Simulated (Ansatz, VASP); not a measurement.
# Zn in VASP and in Ansatz

Contents of INCAR:

```
PREC = Accurate
ENCUT = 500
EDIFF = 1E-6
ISMEAR = 0
SIGMA = 0.1
LREAL = F
LASPH = T
NELM = 120
ALGO = Normal
ISIF = 2
LWAVE = F
LCHARG = F
GGA = PS
NBANDS = 12
GGA_COMPAT = F
```

The input KPOINTS:

```
Automatic mesh
0
Gamma
  8 8 8
```

The input POSCAR:

```
Zn
1.0
    0.0000000000      1.9788548307      1.9788548307
    1.9788548307      0.0000000000      1.9788548307
    1.9788548307      1.9788548307      0.0000000000
Zn
1
Direct
    0.0000000000      0.0000000000      0.0000000000
```

Input for Ansatz:

```yaml
crystal:
  lattice:
    - [0.0, 1.9788548307, 1.9788548307]
    - [1.9788548307, 0.0, 1.9788548307]
    - [1.9788548307, 1.9788548307, 0.0]
  atoms:
    - { symbol: Zn, position: [0.0, 0.0, 0.0] }
basis:
  ecutwfc: 420
kpoints:
  mp_grid: { grid: [8, 8, 8] }
hamiltonian:
  xc: pbesol
scf:
  occupations: { method: gaussian, width: 0.1 }
output:
  forces: true
  stress: true
  eigenvalues: true
```

Alike in both runs: task single point; functional PBEsol; k mesh 8 × 8 × 8; occupations gaussian, width 0.1 eV; no spin polarisation.

|  | VASP | Ansatz |
| --- | --- | --- |
| version | VASP 6.6.1 | Ansatz 0.2.0 |
| potentials or method | VASP PAW PBE potentials, release 64 (Zn), cutoff 500 eV | scalar-relativistic, plane waves, PAW |
| valence electrons in the cell | 12 | 12 |

VASP gave:

| Item | Value |
| --- | --- |
| gap on the k mesh at the Fermi level (eV) | none |
| pressure (GPa) | -5.7 |

Which values does Ansatz return?

gap on the k mesh at the Fermi level (eV): none; pressure (GPa): -6.0.

VASP's potentials were made for PBE, not for PBEsol. A gap of «none» marks a metal or a gap that the smearing closes.
